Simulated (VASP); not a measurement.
Set up this calculation in VASP 6.6.1, as the native input.

* Task: single point
* Functional: PBEsol
* Potentials or basis: VASP PAW PBE potentials, release 64 (Zr_sv, S)
* Cutoff: 520 eV
* k mesh: 16 × 16 × 16
* Occupations: gaussian, width 0.15 eV
* Spin: no spin polarisation
* Dipole correction: no
* Further INCAR settings: ALGO = Normal; EDIFF = 1e-06; NBANDS = 16

The structure of ZrS lies in POSCAR:

```
ZrS
1.0
    0.0000000000      2.3625000000      2.6250000000
    2.6250000000      0.0000000000      2.6250000000
    2.6250000000      2.3625000000      0.0000000000
Zr S
1 1
Direct
    0.0000000000      0.0000000000      0.0000000000
    0.5000000000      0.5000000000      0.5000000000
```

This cell differs from its parent crystal: strain -0.1000 x Voigt [0, 1, 0, 0, 0, 0].

One way to write it, as run:

INCAR

```
PREC = Accurate
ENCUT = 520
EDIFF = 1E-6
ISMEAR = 0
SIGMA = 0.15
LREAL = False
LASPH = True
NELM = 100
ALGO = Normal
ISIF = 2
LWAVE = False
LCHARG = True
GGA = PS
LELF = True
LVHAR = True
NBANDS = 16
```

KPOINTS

```
Automatic mesh
0
Gamma
  16 16 16
```

Potentials or basis: VASP PAW PBE potentials, release 64 (Zr_sv, S).

Launch:

```console
$ cat potpaw_PBE.64/Zr_sv/POTCAR potpaw_PBE.64/S/POTCAR > POTCAR
$ mpirun -np 1 vasp_std > vasp.out
```

It gave:

| Item | Value |
| --- | --- |
| Pressure | 15.4 GPa |
| Band gap on the k mesh | zero (bands 9 and 10 overlap by 3.47 eV) |

Caveat: the cell differs from its parent crystal (strain -0.1000 x Voigt [0, 1, 0, 0, 0, 0]); the stress differs along the axes, from -2 to 50 GPa; the PAW data sets were made with another functional, which shifts forces and pressure a little.

Wall time 73 s on 1 thread of Intel(R) Xeon(R) 6975P-C (Granite Rapids), with other jobs on the host, peak memory 0.29 GiB.
